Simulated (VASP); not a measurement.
Wanted: the native input for a VASP 6.6.1 run.

```
Task                   : single point
Functional             : PBEsol
Potentials or basis    : VASP PAW PBE potentials, release 64 (Ti_sv, O)
Cutoff                 : 520 eV
k mesh                 : 12 × 12 × 1
Occupations            : gaussian, width 0.1 eV
Spin                   : no spin polarisation
Dipole correction      : yes
Further INCAR settings : ALGO = Normal; EDIFF = 1e-07; NBANDS = 35
```

The structure of Ti4O lies in POSCAR:

```
Ti4O
1.0
    2.8679135956      0.0000000000      0.0000000000
   -1.4339567978      2.4836860297      0.0000000000
    0.0000000000      0.0000000000     26.0249249357
Ti O
4 1
Direct
    0.6666666667      0.3333333333      0.3266099719
    0.3333333333      0.6666666667      0.4165868556
    0.0000000000      0.0000000000      0.5057288986
    0.6666666667      0.3333333333      0.6003799191
    0.3333333333      0.6666666667      0.6348564679
```

One way to write it, as run:

INCAR

```
SYSTEM = Ti4O
PREC = Accurate
ENCUT = 520
EDIFF = 1E-7
ISMEAR = 0
SIGMA = 0.1
LREAL = .False.
LASPH = .True.
NELM = 80
ALGO = Normal
ISIF = 2
LWAVE = .False.
LCHARG = .False.
LDIPOL = .True.
IDIPOL = 3
DIPOL = 0.5 0.5 0.497
GGA = PS
NBANDS = 35
```

KPOINTS

```
Automatic mesh
0
Gamma
  12 12 1
  0 0 0
```

Potentials or basis: VASP PAW PBE potentials, release 64 (Ti_sv, O).

Run with:

```sh
$ cat potpaw_PBE.64/Ti_sv/POTCAR potpaw_PBE.64/O/POTCAR > POTCAR
$ mpirun -np 1 vasp_std > vasp.out
```

Results of the run:

```
Largest force          : 0.490 eV/Å
Band gap on the k mesh : zero (band 27 reaches 0.95 eV, above the bottom of band 28 at -0.01 eV)
```

Caveat: the PAW data sets were made with another functional, which shifts forces and pressure a little.

It took 2.3 min on 1 thread of Intel(R) Xeon(R) 6975P-C (Granite Rapids), on a shared host, peak memory 0.37 GiB.
